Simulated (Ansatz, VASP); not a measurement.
## SiC3 in VASP and in Ansatz

```
Si C
1.0
     3.18548    0.00000    0.00000
     0.00000    3.18548    0.00000
     0.00000    0.00000    3.18548
Si C
1 3
Direct
  0.00000 0.00000 0.00000
  0.00000 0.50000 0.50000
  0.50000 0.00000 0.50000
  0.50000 0.50000 0.00000
```

Change from the starting cell: species swapped into the TaOs3 type (Pm-3m, No. 221).

Alike in both runs: functional PBE; k mesh 4 × 4 × 4; occupations gaussian, width 0.1 eV; no spin polarisation.

Ansatz relaxed the structure, and its values are those at the end. VASP's run is a single point on that final structure, the one shown.

|  | VASP | Ansatz |
| --- | --- | --- |
| version | VASP 6.6.1 | Ansatz 0.2.0 |
| potentials or method | VASP PAW PBE potentials, release 64 (Si, C), cutoff 520 eV | scalar-relativistic, plane waves, PAW |
| valence electrons in the cell | 16 | 16 |

|  | VASP | Ansatz | Ansatz less VASP |
| --- | --- | --- | --- |
| gap on the k mesh at the Fermi level (eV) | none | none | - |
| pressure (GPa) | 0.2 | 0.0 | -0.19 |

A gap of «none» marks a metal or a gap that the smearing closes. The functional is the same, so the differences come from potentials, cutoffs and numerics.

The k mesh is coarse, so the values compare programs but aren't converged.
